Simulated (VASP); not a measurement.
# LuBeSi4 (P4/mmm) in VASP: further runs, part 2 of 2

VASP 6.6.1. The steps go on from the part before.

### 3 Single point, PBE

This run uses another cell than the first one, of 16.44 Å³/atom.

Contents of INCAR:

```
PREC = Accurate
ENCUT = 520
EDIFF = 1E-7
ISMEAR = 0
SIGMA = 0.1
LREAL = False
LASPH = True
NELM = 80
ALGO = Normal
ISIF = 2
LWAVE = False
LCHARG = False
GGA = PE
NBANDS = 30
```

Contents of KPOINTS:

```
regular mesh
0
Gamma
  10 10 6
```

Contents of POSCAR:

```
LuBeSi4
1.0
    3.6617245028      0.0000000000      0.0000000000
    0.0000000000      3.6617245028      0.0000000000
    0.0000000000      0.0000000000      7.3582963117
Lu Be Si
1 1 4
Direct
    0.0000000000      0.0000000000      0.5000000000
    0.5000000000      0.5000000000      0.0000000000
    0.0000000000      0.5000000000      0.8009731026
    0.5000000000      0.0000000000      0.8009731026
    0.0000000000      0.5000000000      0.1990268974
    0.5000000000      0.0000000000      0.1990268974
```

Potentials or basis: VASP PAW PBE potentials, release 64 (Lu, Be, Si).

Started as:

```sh
cat potpaw_PBE.64/Lu/POTCAR potpaw_PBE.64/Be/POTCAR potpaw_PBE.64/Si/POTCAR > POTCAR
mpirun -np 1 vasp_std > vasp.out
```

OUTCAR:

```text
PREC = Accurate
   ENCUT = 520
   EDIFF = 1E-7
   ISMEAR = 0
   LREAL = False
   LASPH = True
   NELM = 80
   ISIF = 2
   GGA = PE

 ion  position               nearest neighbor table
   1  0.000  0.000  0.500-   3 2.87   4 2.87   5 2.87   6 2.87   3 2.87   5 2.87   4 2.87   6 2.87

   2  0.500  0.500  0.000-   3 2.34   4 2.34   5 2.34   6 2.34   4 2.34   6 2.34   3 2.34   5 2.34

   3  0.000  0.500  0.801-   2 2.34   2 2.34   4 2.59   4 2.59   4 2.59   4 2.59   1 2.87   1 2.87
                             5 2.93
   4  0.500  0.000  0.801-   2 2.34   2 2.34   3 2.59   3 2.59   3 2.59   3 2.59   1 2.87   1 2.87
                             6 2.93
   5  0.000  0.500  0.199-   2 2.34   2 2.34   6 2.59   6 2.59   6 2.59   6 2.59   1 2.87   1 2.87
                             3 2.93
   6  0.500  0.000  0.199-   2 2.34   2 2.34   5 2.59   5 2.59   5 2.59   5 2.59   1 2.87   1 2.87
                             4 2.93

  LATTYP: Found a simple tetragonal cell.
 ALAT       =     3.6617245028
 C/A-ratio  =     2.0095166379

  Lattice vectors:

 A1 = (   3.6617245028,   0.0000000000,   0.0000000000)
 A2 = (   0.0000000000,   3.6617245028,   0.0000000000)
 A3 = (   0.0000000000,   0.0000000000,   7.3582963117)

Analysis of symmetry for initial positions (statically):
=====================================================================
 Subroutine PRICEL returns:
 Original cell was already a primitive cell.

 Routine SETGRP: Setting up the symmetry group for a
 simple tetragonal supercell.

 Subroutine GETGRP returns: Found 16 space group operations
 (whereof 16 operations were pure point group operations)
 out of a pool of 16 trial point group operations.

The static configuration has the point symmetry D_4h.

Analysis of symmetry for dynamics (positions and initial velocities):
=====================================================================
 Subroutine PRICEL returns:
 Original cell was already a primitive cell.
[... 138 lines left out ...]
  Fermi-wavevector in a.u.,A,eV,Ry     =   1.241218  2.345562 20.961441  1.540622
  Thomas-Fermi vector in A             =   2.375625
   LORBIT       =      0    0 simple, 1 ext, 2 COOP (PROOUT), +10 PAW based schemes
   GGA     = PE    functional components
   LHFCALC =     F    Hartree Fock is set to
   AEXX    =    0.0000 exact exchange contribution
   IVDW    =     0    specifies the selected vdW correction
   LEPSILON=     F    determine dielectric tensor
   LRPA    =     F    only Hartree local field effects (RPA)
 non-spin polarized calculation
 Gauss-broadening in eV      SIGMA  =   0.10
  energy-cutoff  :      520.00
  volume of cell :       98.66
 maximum number of plane-waves:      2699
 NGX is ok and might be reduce to    28
   NGX = 13   NGY = 13   NGZ = 27

 number of electron      42.9999982 magnetization

 Free energy of the ion-electron system (eV)
  ---------------------------------------------------
  ext. energy  EPLUGINS =         0.00000000
  ---------------------------------------------------
  free energy    TOTEN  =       -30.26678510 eV

  energy without entropy =      -30.25797229  energy(sigma->0) =      -30.26237869

 E-fermi :   6.7620     XC(G=0): -10.7003

 val. band max:        6.7502129334   @ k =   0.3000   0.1000   0.5000
 cond. band min:       6.7645080946   @ k =   0.5000   0.0000   0.0000
 fundamental gap:      0.0142951611
 Fermi energy:         6.7619594513

 k-point     1 :       0.0000    0.0000    0.0000
  band No.  band energies     occupation
      1     -49.0609      2.00000
      2     -19.8443      2.00000
      3     -19.6869      2.00000
      4     -19.6869      2.00000
      5      -5.9828      2.00000
      6      -4.1049      2.00000
[... 781 lines left out ...]
     29      10.9627      0.00000
     30      11.1807      0.00000

 [... further k-points ...]

------------------------ aborting loop because EDIFF is reached ----------------------------------------

  FORCE on cell =-STRESS in cart. coord.  units (eV):
  Direction    XX          YY          ZZ          XY          YZ          ZX
  --------------------------------------------------------------------------------------
  -------------------------------------------------------------------------------------
  Total        0.0472634      0.0472634      0.1222889      0.0000000     -0.0000000      0.0000000
  in kB        0.7675158      0.7675158      1.9858614      0.0000000     -0.0000000      0.0000000
  external PRESSURE =       1.1736310 kB  Pullay stress =       0.0000000 kB

 VOLUME and BASIS-vectors are now :
 -----------------------------------------------------------------------------
  energy-cutoff  :      520.00
  volume of cell :       98.66
      direct lattice vectors                 reciprocal lattice vectors
     3.661724503  0.000000000  0.000000000     0.273095368  0.000000000  0.000000000
     0.000000000  3.661724503  0.000000000     0.000000000  0.273095368  0.000000000
     0.000000000  0.000000000  7.358296312     0.000000000  0.000000000  0.135901024

 POSITION                                       TOTAL-FORCE (eV/Angst)
 -----------------------------------------------------------------------------------
      0.00000      0.00000      3.67915         0.000000      0.000000      0.000000
      1.83086      1.83086      0.00000         0.000000      0.000000      0.000000
      0.00000      1.83086      5.89380         0.000000     -0.000000      0.016623
      1.83086      0.00000      5.89380        -0.000000     -0.000000      0.016623
      0.00000      1.83086      1.46450         0.000000     -0.000000     -0.016623
      1.83086      0.00000      1.46450         0.000000     -0.000000     -0.016623
 -----------------------------------------------------------------------------------
    total drift:                               -0.000000     -0.000000      0.000000

  FREE ENERGIE OF THE ION-ELECTRON SYSTEM (eV)
  ---------------------------------------------------
  free  energy   TOTEN  =       -30.2667850954 eV

  energy  without entropy=      -30.2579722919  energy(sigma->0) =      -30.26237869
```

OSZICAR:

```text
N       E                     dE             d eps       ncg     rms          rms(c)
DAV:   1     0.218286478815E+03    0.21829E+03   -0.17045E+04  7274   0.353E+03
DAV:   2    -0.559422613153E+01   -0.22388E+03   -0.21380E+03  6154   0.550E+02
DAV:   3    -0.290112041894E+02   -0.23417E+02   -0.22776E+02  6774   0.975E+01
DAV:   4    -0.308396505480E+02   -0.18284E+01   -0.18084E+01  8522   0.240E+01
DAV:   5    -0.308840701910E+02   -0.44420E-01   -0.44383E-01  6894   0.315E+00    0.823E+00
DAV:   6    -0.303673817729E+02    0.51669E+00   -0.11955E+00  8126   0.300E+01    0.436E+00
DAV:   7    -0.302734631121E+02    0.93919E-01   -0.49602E-01  7360   0.744E+00    0.161E+00
DAV:   8    -0.302671477773E+02    0.63153E-02   -0.74950E-02  7686   0.254E+00    0.328E-01
DAV:   9    -0.302666517678E+02    0.49601E-03   -0.10230E-02  7998   0.617E-01    0.185E-01
DAV:  10    -0.302667610971E+02   -0.10933E-03   -0.10950E-03  7826   0.464E-01    0.783E-02
DAV:  11    -0.302667818491E+02   -0.20752E-04   -0.22022E-04  6052   0.769E-02    0.261E-02
DAV:  12    -0.302667849883E+02   -0.31392E-05   -0.13288E-05  6834   0.241E-02    0.751E-03
DAV:  13    -0.302667853855E+02   -0.39722E-06   -0.30006E-06  6462   0.131E-02    0.240E-03
DAV:  14    -0.302667851505E+02    0.23502E-06   -0.43526E-07  6280   0.576E-03    0.139E-03
DAV:  15    -0.302667850954E+02    0.55109E-07   -0.40159E-08  3924   0.155E-03
   1 F= -.30266785E+02 E0= -.30262379E+02  d E =-.881280E-02
```

stdout:

```text
POSCAR found type information on POSCAR LuBeSi
 POSCAR found :  3 types and       6 ions
 scaLAPACK will be used
 LDA part: xc-table for (Slater+PW92), standard interpolation
 POSCAR, INCAR and KPOINTS ok, starting setup
 FFT: planning ... GRIDC
 FFT: planning ... GRID_SOFT
 FFT: planning ... GRID
 WAVECAR not read
 entering main loop
```

Wall time 2.8 min (1 thread of Intel Xeon Platinum 8488C (Sapphire Rapids), shared host); peak memory 0.38 GiB.

Results:

- Free energy: -30.2668 eV
- Pressure: 0.1 GPa
- Largest force: 0.017 eV/Å
- Band gap on the k mesh: zero (an odd number of electrons rules out a gap without spin polarisation)

Forces on the atoms (eV/Å):
```
Lu   0.000  0.000  0.000
Be   0.000  0.000  0.000
Si   0.000  0.000  0.017
Si   0.000  0.000  0.017
Si   0.000  0.000 -0.017
Si   0.000  0.000 -0.017
```

Levels at points of the mesh, in eV from the Fermi level:
```csv
k point,band 20,band 21,band 22,band 23,band 24,band 25
"(0.00, 0.00, 0.00)",-1.37,-0.86,-0.58,-0.58,1.46,2.11
"(0.50, 0.00, 0.00)",-0.41,-0.17,0.00,0.75,1.07,1.64
"(0.50, 0.50, 0.00)",-2.25,-2.25,-1.05,0.75,0.75,0.91
"(0.00, 0.00, 0.50)",-1.61,-1.61,-0.11,1.24,1.65,1.65
"(0.50, 0.00, 0.50)",-1.15,-0.72,0.27,0.96,0.97,1.46
"(0.50, 0.50, 0.50)",-2.87,-2.87,-0.05,1.32,1.32,1.40
```

Caveat: spin-orbit coupling is left out, which moves the levels of the heavy elements; an odd number of electrons without spin polarisation forces a metal; a magnetic or distorted state may lie lower.

The gap in the log of VASP goes by the Fermi energy; the results here count the filled bands.